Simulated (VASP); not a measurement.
# BeS (F-43m) in VASP: a series of runs

BeS is run at these levels: PBE, PBEsol, LDA; tasks: single point.

All numbers are computed with VASP 6.6.1; they aren't measurements. Logs are shortened: lines on timing, memory, paths and dates and some standing lists are left out, and cuts for length are marked.

### Step 1. The cell of the first run

Symmetry: F-43m, No. 216, cubic system. Conventional cell: a = 4.869 Å, b = 4.869 Å, c = 4.869 Å, α = 90.00°, β = 90.00°, γ = 90.00°. Be (site symmetry -43m) has 4 S at 2.11 Å within 2.8 Å. S (site symmetry -43m) has 4 Be at 2.11 Å within 2.8 Å.

### Step 2. Single point, PBE

INCAR

```
PREC     = Accurate       # precision mode
ENCUT    = 520            # plane-wave cutoff, eV
EDIFF    = 1E-6           # SCF threshold, eV
ISMEAR   = 0              # smearing method
SIGMA    = 0.01           # smearing width, eV
LREAL    = False          # projectors in reciprocal space
LASPH    = True           # aspherical terms in the spheres
NELM     = 60             # most SCF steps
ALGO     = Normal         # electronic algorithm
ISIF     = 2              # what is computed and relaxed
LWAVE    = False          # write WAVECAR
LCHARG   = False          # write CHGCAR
GGA      = PE             # functional
NBANDS   = 11             # bands
```

KPOINTS

```
Automatic mesh
0
Gamma
  6 6 6
```

POSCAR

```
BeS
1.0
    0.0000000000      2.4343066371      2.4343066371
    2.4343066371      0.0000000000      2.4343066371
    2.4343066371      2.4343066371      0.0000000000
Be S
1 1
Direct
    0.0000000000      0.0000000000      0.0000000000
    0.2500000000      0.2500000000      0.2500000000
```

Potentials or basis: VASP PAW PBE potentials, release 64 (Be, S).

Command:

```
$ cat potpaw_PBE.64/Be/POTCAR potpaw_PBE.64/S/POTCAR > POTCAR
$ mpirun -np 1 vasp_std > vasp.out
```

OUTCAR:

```text
PREC = Accurate
   ENCUT = 520
   EDIFF = 1E-6
   ISMEAR = 0
   LREAL = False
   LASPH = True
   NELM = 60
   ISIF = 2
   GGA = PE

 ion  position               nearest neighbor table
   1  0.000  0.000  0.000-   2 2.11   2 2.11   2 2.11   2 2.11
   2  0.250  0.250  0.250-   1 2.11   1 2.11   1 2.11   1 2.11

  LATTYP: Found a face centered cubic cell.
 ALAT       =     4.8686132742

  Lattice vectors:

 A1 = (   0.0000000000,   2.4343066371,   2.4343066371)
 A2 = (   2.4343066371,   0.0000000000,   2.4343066371)
 A3 = (   2.4343066371,   2.4343066371,   0.0000000000)

Analysis of symmetry for initial positions (statically):
=====================================================================
 Subroutine PRICEL returns:
 Original cell was already a primitive cell.

 Routine SETGRP: Setting up the symmetry group for a
 face centered cubic supercell.

 Subroutine GETGRP returns: Found 24 space group operations
 (whereof 24 operations were pure point group operations)
 out of a pool of 48 trial point group operations.

The static configuration has the point symmetry T_d .

Analysis of symmetry for dynamics (positions and initial velocities):
=====================================================================
 Subroutine PRICEL returns:
 Original cell was already a primitive cell.

 Routine SETGRP: Setting up the symmetry group for a
 face centered cubic supercell.

 Subroutine GETGRP returns: Found 24 space group operations
 (whereof 24 operations were pure point group operations)
 out of a pool of 48 trial point group operations.

The dynamic configuration has the point symmetry T_d .

 Subroutine INISYM returns: Found 24 space group operations
 (whereof 24 operations are pure point group operations),
 and found     1 'primitive' translations

----------------------------------------------------------------------------------------

                                     Primitive cell

  volume of cell :      28.8507

  direct lattice vectors                    reciprocal lattice vectors
     0.000000000  2.434306637  2.434306637    -0.205397296  0.205397296  0.205397296
     2.434306637  0.000000000  2.434306637     0.205397296 -0.205397296  0.205397296
     2.434306637  2.434306637  0.000000000     0.205397296  0.205397296 -0.205397296

  length of vectors
     3.442629461  3.442629461  3.442629461     0.355758552  0.355758552  0.355758552

  position of ions in fractional coordinates (direct lattice)
     0.000000000  0.000000000  0.000000000
     0.250000000  0.250000000  0.250000000

  ion indices of the primitive-cell ions
   primitive index   ion index
                 1           1
                 2           2

----------------------------------------------------------------------------------------

 KPOINTS: Automatic mesh

Automatic generation of k-mesh.
 Grid dimensions read from file:
 generate k-points for:    6    6    6

 Generating k-lattice:

  Cartesian coordinates                     Fractional coordinates (reciprocal lattice)
    -0.034232883  0.034232883  0.034232883     0.166666667  0.000000000  0.000000000
     0.034232883 -0.034232883  0.034232883     0.000000000  0.166666667  0.000000000
     0.034232883  0.034232883 -0.034232883     0.000000000  0.000000000  0.166666667

  Length of vectors
     0.059293092  0.059293092  0.059293092

  Shift w.r.t. Gamma in fractional coordinates (k-lattice)
     0.000000000  0.000000000  0.000000000

 Subroutine IBZKPT returns following result:
 ===========================================

 Found     16 irreducible k-points:

 Following reciprocal coordinates:
            Coordinates               Weight
  0.000000  0.000000  0.000000      1.000000
  0.166667  0.000000  0.000000      8.000000
  0.333333  0.000000  0.000000      8.000000
  0.500000  0.000000  0.000000      4.000000
  0.166667  0.166667  0.000000      6.000000
  0.333333  0.166667  0.000000     24.000000
[... 8 lines left out ...]
 -0.333333  0.333333  0.166667     24.000000
 -0.333333  0.500000  0.166667     12.000000
   k-points           NKPTS =     16   k-points in BZ     NKDIM =     16   number of bands    NBANDS=     11
   number of dos      NEDOS =    301   number of ions     NIONS =      2
   total plane-waves  NPLWV =  21952
   dimension x,y,z NGX =    28 NGY =   28 NGZ =   28
   dimension x,y,z NGXF=    56 NGYF=   56 NGZF=   56
   ions per type =               1   1
   NGX,Y,Z   is equivalent  to a cutoff of  13.52, 13.52, 13.52 a.u.
   NGXF,Y,Z  is equivalent  to a cutoff of  27.04, 27.04, 27.04 a.u.
 SYSTEM =  unknown system
   PREC   = accura    normal or accurate (medium, high low for compatibility)
   ISTART =      0    job   : 0-new  1-cont  2-samecut
   ICHARG =      2    charge: 1-file 2-atom 10-const
   ISPIN  =      1    spin polarized calculation?
   LNONCOLLINEAR =      F non collinear calculations
   LSORBIT =      F    spin-orbit coupling
   LASPH  =      T    aspherical Exc in radial PAW
   ENCUT  =  520.0 eV  38.22 Ry    6.18 a.u.   6.40  6.40  6.40*2*pi/ulx,y,z
   NELM   =     60;   NELMIN=  2; NELMDL= -5     # of ELM steps
   EDIFF  = 0.1E-05   stopping-criterion for ELM
   LREAL  =      F    real-space projection
   EDIFFG = 0.1E-04   stopping-criterion for IOM
   NSW    =      0    number of steps for IOM
   IBRION =     -1    ionic relax: 0-MD 1-quasi-New 2-CG
   NFREE  =      0    steps in history (QN), initial steepest desc. (CG)
   ISIF   =      2    stress and relaxation
   ISYM   =      2    0-nonsym 1-usesym 2-fastsym
   POTIM  = 0.5000    time-step for ionic-motion
   TEBEG  =    0.0;   TEEND  =   0.0 temperature during run
   PSTRESS=    0.0 pullay stress
   NELECT =       8.0000    total number of electrons
   NUPDOWN=      -1.0000    fix difference up-down
   EMIN   =  10.00;   EMAX   =-10.00  energy-range for DOS
   EFERMI =   0.00;   METHOD = LEGACY
   ISMEAR =     0;   SIGMA  =   0.01  broadening in eV -4-tet -1-fermi 0-gaus
   EFERMI_NEDOS =   21; number of points for ismear=-14 and -15
   IALGO  =     38    algorithm
   IMIX   =      4    mixing-type and parameters
     AMIX     =   0.40;   BMIX     =  1.00
     AMIX_MAG =   1.60;   BMIX_MAG =  1.00
  volume/ion in A,a.u.               =      14.43        97.35
  Fermi-wavevector in a.u.,A,eV,Ry     =   1.067545  2.017368 15.505913  1.139652
  Thomas-Fermi vector in A             =   2.203165
   LORBIT       =      0    0 simple, 1 ext, 2 COOP (PROOUT), +10 PAW based schemes
   GGA     = PE    functional components
   LHFCALC =     F    Hartree Fock is set to
   AEXX    =    0.0000 exact exchange contribution
   IVDW    =     0    specifies the selected vdW correction
   LEPSILON=     F    determine dielectric tensor
   LRPA    =     F    only Hartree local field effects (RPA)
 non-spin polarized calculation
 Gauss-broadening in eV      SIGMA  =   0.01
  energy-cutoff  :      520.00
  volume of cell :       28.85
 maximum number of plane-waves:       791
 NGX is ok and might be reduce to    28
   NGX = 13   NGY = 13   NGZ = 13

 number of electron       7.9999999 magnetization

 Free energy of the ion-electron system (eV)
  ---------------------------------------------------
  ext. energy  EPLUGINS =         0.00000000
  ---------------------------------------------------
  free energy    TOTEN  =       -10.01050929 eV

  energy without entropy =      -10.01050929  energy(sigma->0) =      -10.01050929

 E-fermi :   4.1972     XC(G=0):  -9.6825

 val. band max:        4.0584600045   @ k =   0.0000   0.0000   0.0000
 cond. band min:       7.1936930377   @ k =   0.5000   0.5000   0.0000
 fundamental gap:      3.1352330332
 Fermi energy:         4.1972168499

 k-point     1 :       0.0000    0.0000    0.0000
  band No.  band energies     occupation
      1      -9.5577      2.00000
      2       4.0585      2.00000
      3       4.0585      2.00000
      4       4.0585      2.00000
      5       9.7316      0.00000
      6       9.7316      0.00000
      7       9.7316      0.00000
      8       9.8469      0.00000
      9      16.8488      0.00000
     10      16.8488      0.00000
     11      18.8406      0.00000

 k-point     2 :       0.1667    0.0000    0.0000
  band No.  band energies     occupation
      1      -9.2519      2.00000
      2       2.1898      2.00000
      3       3.7380      2.00000
      4       3.7380      2.00000
      5       9.6196      0.00000
      6      10.2893      0.00000
      7      10.2893      0.00000
      8      11.8433      0.00000
      9      15.9378      0.00000
     10      15.9378      0.00000
     11      18.5655      0.00000

 k-point     3 :       0.3333    0.0000    0.0000
  band No.  band energies     occupation
      1      -8.4908      2.00000
      2      -0.4477      2.00000
      3       3.2420      2.00000
      4       3.2420      2.00000
      5       9.5384      0.00000
      6      10.7152      0.00000
      7      10.7152      0.00000
      8      14.3814      0.00000
      9      16.6625      0.00000
     10      16.6625      0.00000
     11      18.2374      0.00000

 k-point     4 :       0.5000    0.0000    0.0000
  band No.  band energies     occupation
      1      -7.9783      2.00000
      2      -1.6560      2.00000
      3       3.0397      2.00000
      4       3.0397      2.00000
      5       9.4950      0.00000
      6      10.6223      0.00000
      7      10.6223      0.00000
      8      15.2113      0.00000
      9      18.9445      0.00000
     10      18.9445      0.00000
     11      19.1463      0.00000
[... 127 lines left out ...]
 k-point    14 :       0.5000    0.3333    0.1667
  band No.  band energies     occupation
      1      -7.9303      2.00000
      2      -0.2766      2.00000
      3       1.1097      2.00000
      4       2.1779      2.00000
      5       9.8155      0.00000
      6      11.0941      0.00000
      7      11.8267      0.00000
      8      14.3022      0.00000
      9      16.6242      0.00000
     10      18.5952      0.00000
     11      20.6422      0.00000

 k-point    15 :      -0.3333    0.3333    0.1667
  band No.  band energies     occupation
      1      -7.5578      2.00000
      2      -0.7439      2.00000
      3       0.6606      2.00000
      4       1.7099      2.00000
      5      10.2389      0.00000
      6      11.0673      0.00000
      7      13.4641      0.00000
      8      14.2953      0.00000
      9      15.2371      0.00000
     10      19.4542      0.00000
     11      20.3219      0.00000

 k-point    16 :      -0.3333    0.5000    0.1667
  band No.  band energies     occupation
      1      -7.4070      2.00000
      2      -0.4882      2.00000
      3       0.6892      2.00000
      4       0.9177      2.00000
      5       9.2086      0.00000
      6      10.7242      0.00000
      7      14.0281      0.00000
      8      14.4901      0.00000
      9      18.4250      0.00000
     10      18.4692      0.00000
     11      20.9761      0.00000

------------------------ aborting loop because EDIFF is reached ----------------------------------------

  FORCE on cell =-STRESS in cart. coord.  units (eV):
  Direction    XX          YY          ZZ          XY          YZ          ZX
  --------------------------------------------------------------------------------------
  -------------------------------------------------------------------------------------
  Total        0.0875142      0.0875142      0.0875142      0.0000000      0.0000000      0.0000000
  in kB        4.8599662      4.8599662      4.8599662      0.0000000      0.0000000      0.0000000
  external PRESSURE =       4.8599662 kB  Pullay stress =       0.0000000 kB

 VOLUME and BASIS-vectors are now :
 -----------------------------------------------------------------------------
  energy-cutoff  :      520.00
  volume of cell :       28.85
      direct lattice vectors                 reciprocal lattice vectors
     0.000000000  2.434306637  2.434306637    -0.205397296  0.205397296  0.205397296
     2.434306637  0.000000000  2.434306637     0.205397296 -0.205397296  0.205397296
     2.434306637  2.434306637  0.000000000     0.205397296  0.205397296 -0.205397296

 POSITION                                       TOTAL-FORCE (eV/Angst)
 -----------------------------------------------------------------------------------
      0.00000      0.00000      0.00000        -0.000000     -0.000000     -0.000000
      1.21715      1.21715      1.21715         0.000000      0.000000      0.000000
 -----------------------------------------------------------------------------------
    total drift:                                0.000000      0.000000      0.000000

  FREE ENERGIE OF THE ION-ELECTRON SYSTEM (eV)
  ---------------------------------------------------
  free  energy   TOTEN  =       -10.0105092908 eV

  energy  without entropy=      -10.0105092908  energy(sigma->0) =      -10.01050929
```

Wall time 6.7 s (1 thread of Intel Xeon Platinum 8488C (Sapphire Rapids), shared host); peak memory 0.15 GiB.

Results:

| Item | Value |
| --- | --- |
| Free energy | -10.0105 eV |
| Pressure | 0.5 GPa |
| Band gap on the k mesh | 3.14 eV, indirect (least direct gap 5.67 eV) |

Levels at points of the mesh, in eV from the valence-band top:
| k point | band 1 | band 2 | band 3 | band 4 | band 5 | band 6 | band 7 | band 8 | band 9 |
| --- | --- | --- | --- | --- | --- | --- | --- | --- | --- |
| (0.00, 0.00, 0.00) | -13.62 | 0.00 | 0.00 | 0.00 | 5.67 | 5.67 | 5.67 | 5.79 | 12.79 |
| (0.50, 0.00, 0.00) | -12.04 | -5.71 | -1.02 | -1.02 | 5.44 | 6.56 | 6.56 | 11.15 | 14.89 |
| (0.50, 0.50, 0.00) | -11.50 | -4.96 | -2.60 | -2.60 | 3.14 | 4.93 | 12.69 | 12.69 | 15.41 |

A k mesh can miss the band edges.

### Step 3. Single point, PBE

INCAR

```
SYSTEM = BeS
ALGO = Normal
EDIFF = 1E-7
ENCUT = 520
GGA = PE
ISIF = 2
ISMEAR = 0
LASPH = .True.
LCHARG = .False.
LREAL = .False.
LWAVE = .False.
NBANDS = 11
NELM = 60
PREC = Accurate
SIGMA = 0.01
```

KPOINTS

```
k-points
0
Gamma
  6 6 6
  0 0 0
```

POSCAR is that of step 2.

Potentials or basis: VASP PAW PBE potentials, release 64 (Be, S).

Command:

```
$ cat potpaw_PBE.64/Be/POTCAR potpaw_PBE.64/S/POTCAR > POTCAR
$ mpirun -np 1 vasp_std > vasp.out
```

Run time: 9.2 s. Hardware: 1 thread of Intel Xeon Platinum 8488C (Sapphire Rapids), shared host; peak memory 0.14 GiB.

It converged, with:

* Free energy: -10.0105 eV
* Pressure: 0.5 GPa
* Band gap on the k mesh: 3.14 eV, indirect (least direct gap 5.67 eV)

Levels at points of the mesh, in eV from the valence-band top:
| k point | band 2 | band 3 | band 4 | band 5 | band 6 | band 7 |
| --- | --- | --- | --- | --- | --- | --- |
| (0.00, 0.00, 0.00) | 0.00 | 0.00 | 0.00 | 5.67 | 5.67 | 5.67 |
| (0.50, 0.00, 0.00) | -5.71 | -1.02 | -1.02 | 5.44 | 6.56 | 6.56 |
| (0.50, 0.50, 0.00) | -4.96 | -2.60 | -2.60 | 3.14 | 4.93 | 12.69 |

### Step 4. Single point, PBEsol

This run uses another cell than the first one, of 14.15 Å³/atom, 0.981 times its volume.

INCAR

```
SYSTEM = BeS
ALGO     = Normal         ! electronic algorithm
EDIFF    = 1E-6           ! SCF threshold, eV
ENCUT    = 520            ! plane-wave cutoff, eV
GGA      = PS             ! functional
ISIF     = 2              ! what is computed and relaxed
ISMEAR   = -1             ! smearing method
LASPH    = .True.         ! aspherical terms in the spheres
LCHARG   = .False.        ! write CHGCAR
LREAL    = .False.        ! projectors in reciprocal space
LWAVE    = .False.        ! write WAVECAR
NBANDS   = 11             ! bands
NELM     = 60             ! most SCF steps
PREC     = Accurate       ! precision mode
SIGMA    = 0.02           ! smearing width, eV
```

KPOINTS

```
k-points
0
Gamma
  8 8 8
  0 0 0
```

POSCAR

```
BeS
1.0
    0.0000000000      2.4187885295      2.4187885295
    2.4187885295      0.0000000000      2.4187885295
    2.4187885295      2.4187885295      0.0000000000
Be S
1 1
Direct
    0.0000000000      0.0000000000      0.0000000000
    0.2500000000      0.2500000000      0.2500000000
```

Command:

```
$ cat potpaw_PBE.64/Be/POTCAR potpaw_PBE.64/S/POTCAR > POTCAR
$ mpirun -np 1 vasp_std > vasp.out
```

Wall time 12 s (1 thread of Intel Xeon Platinum 8488C (Sapphire Rapids), shared host); peak memory 0.14 GiB.

Results (log left out):

| Property | Result |
| --- | --- |
| Free energy | -10.5641 eV |
| Pressure | 0.2 GPa |
| Band gap on the k mesh | 2.91 eV, indirect (least direct gap 5.61 eV) |

Levels at points of the mesh, in eV from the valence-band top:
| k point | band 1 | band 2 | band 3 | band 4 | band 5 | band 6 | band 7 | band 8 | band 9 |
| --- | --- | --- | --- | --- | --- | --- | --- | --- | --- |
| (0.00, 0.00, 0.00) | -13.77 | 0.00 | 0.00 | 0.00 | 5.61 | 5.61 | 5.61 | 5.77 | 12.81 |
| (0.50, 0.00, 0.00) | -12.11 | -5.91 | -1.05 | -1.05 | 5.41 | 6.48 | 6.48 | 11.01 | 14.96 |
| (0.50, 0.50, 0.00) | -11.56 | -5.11 | -2.70 | -2.70 | 2.91 | 4.80 | 12.81 | 12.81 | 15.51 |

Caveat: the PAW data sets were made with another functional, which shifts forces and pressure a little. A k mesh can miss the band edges.

### Step 5. Single point, LDA

This run uses another cell than the first one, of 13.79 Å³/atom, 0.956 times its volume.

INCAR

```
SYSTEM = BeS
ALGO = Normal
EDIFF = 1E-7
ENCUT = 520
GGA = CA
ISIF = 2
ISMEAR = -1
LASPH = .TRUE.
LCHARG = .TRUE.
LELF = .TRUE.
LREAL = .FALSE.
LVHAR = .TRUE.
LWAVE = .FALSE.
NBANDS = 11
NELM = 100
PREC = Accurate
SIGMA = 0.02
```

KPOINTS

```
k-points
0
G
  8 8 8
  0 0 0
```

POSCAR

```
BeS
1.0
    0.0000000000      2.3982292865      2.3982292865
    2.3982292865      0.0000000000      2.3982292865
    2.3982292865      2.3982292865      0.0000000000
Be S
1 1
Direct
    0.0000000000      0.0000000000      0.0000000000
    0.2500000000      0.2500000000      0.2500000000
```

Potentials or basis: VASP PAW LDA potentials, release 64 (Be, S).

Command:

```
$ cat potpaw_LDA.64/Be/POTCAR potpaw_LDA.64/S/POTCAR > POTCAR
$ mpirun -np 1 vasp_std > vasp.out
```

Run time: 8.3 s. Hardware: 1 thread of Intel Xeon Platinum 8488C (Sapphire Rapids), shared host; peak memory 0.13 GiB.

The run converged. Its results:

| Quantity | Value |
| --- | --- |
| Free energy | -11.1423 eV |
| Pressure | 0.0 GPa |
| Band gap on the k mesh | 2.83 eV, indirect (least direct gap 5.53 eV) |

Levels at points of the mesh, in eV from the valence-band top:
```tsv
k point	band 1	band 2	band 3	band 4	band 5	band 6	band 7	band 8
(0.00, 0.00, 0.00)	-13.88	0.00	0.00	0.00	5.53	5.53	5.53	5.96
(0.50, 0.00, 0.00)	-12.16	-6.06	-1.09	-1.09	5.48	6.43	6.43	11.07
(0.50, 0.50, 0.00)	-11.58	-5.21	-2.79	-2.79	2.83	4.77	12.88	12.88
```

[end of part 1 of 2]
